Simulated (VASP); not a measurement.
Wanted: the native input for a VASP 6.6.1 run.

```
Task                   : single point
Functional             : r2SCAN
Potentials or basis    : VASP PAW PBE potentials, release 64 (K_sv, Zn, Cl)
Cutoff                 : 520 eV
k mesh                 : 6 × 6 × 6
Occupations            : gaussian, width 0.01 eV
Spin                   : no spin polarisation
Dipole correction      : no
Further INCAR settings : ALGO = Normal; EDIFF = 1e-07; NBANDS = 29
```

Crystal: KZnCl3.

```
K Zn Cl
1.0
     5.02262    0.00000    0.00000
     0.00000    5.02262    0.00000
     0.00000    0.00000    5.02262
K Zn Cl
1 1 3
Direct
  0.00000 0.00000 0.00000
  0.50000 0.50000 0.50000
  0.50000 0.50000 0.00000
  0.50000 0.00000 0.50000
  0.00000 0.50000 0.50000
```

This cell differs from its parent crystal: strain +2.5%.

One way to write it, as run:

POSCAR

```
KZnCl3
1.0
    5.0226179580      0.0000000000      0.0000000000
    0.0000000000      5.0226179580      0.0000000000
    0.0000000000      0.0000000000      5.0226179580
K Zn Cl
1 1 3
Direct
    0.0000000000      0.0000000000      0.0000000000
    0.5000000000      0.5000000000      0.5000000000
    0.5000000000      0.5000000000      0.0000000000
    0.5000000000      0.0000000000      0.5000000000
    0.0000000000      0.5000000000      0.5000000000
```

INCAR.step1

```
ALGO     = Normal         # electronic algorithm
EDIFF    = 1E-4           # SCF threshold, eV
ENCUT    = 520            # plane-wave cutoff, eV
GGA      = PE             # functional
ISMEAR   = 0              # smearing method
LASPH    = True           # aspherical terms in the spheres
LCHARG   = False          # write CHGCAR
LREAL    = False          # projectors in reciprocal space
LWAVE    = True           # write WAVECAR
NBANDS   = 29             # bands
NELM     = 80             # most SCF steps
PREC     = Accurate       # precision mode
SIGMA    = 0.01           # smearing width, eV
```

INCAR.step2

```
ALGO     = Normal         # electronic algorithm
EDIFF    = 1E-7           # SCF threshold, eV
ENCUT    = 520            # plane-wave cutoff, eV
ISIF     = 2              # what is computed and relaxed
ISMEAR   = 0              # smearing method
ISTART   = 1            
LASPH    = True           # aspherical terms in the spheres
LCHARG   = False          # write CHGCAR
LMIXTAU  = True         
LREAL    = False          # projectors in reciprocal space
LWAVE    = False          # write WAVECAR
METAGGA  = R2SCAN         # meta-GGA
NBANDS   = 29             # bands
NELM     = 80             # most SCF steps
PREC     = Accurate       # precision mode
SIGMA    = 0.01           # smearing width, eV
```

KPOINTS

```
k-points
0
Gamma
  6 6 6
```

Potentials or basis: VASP PAW PBE potentials, release 64 (K_sv, Zn, Cl).

Run with:

```bash
$ cat potpaw_PBE.64/K_sv/POTCAR potpaw_PBE.64/Zn/POTCAR potpaw_PBE.64/Cl/POTCAR > POTCAR
$ cp INCAR.step1 INCAR
$ mpirun -np 1 vasp_std > vasp.out
$ cp INCAR.step2 INCAR
$ mpirun -np 1 vasp_std > vasp.out
```

Results of the run:

| Item | Value |
| --- | --- |
| Pressure | -2.6 GPa |
| Band gap on the k mesh | 2.01 eV (least direct gap 2.48 eV) |

Caveat: the cell differs from its parent crystal (strain +2.5%); the PAW data sets were made with another functional, which shifts forces and pressure a little.

Run time: 110 s on 1 thread of Intel(R) Xeon(R) 6975P-C (Granite Rapids) (shared host), peak memory 0.29 GiB.
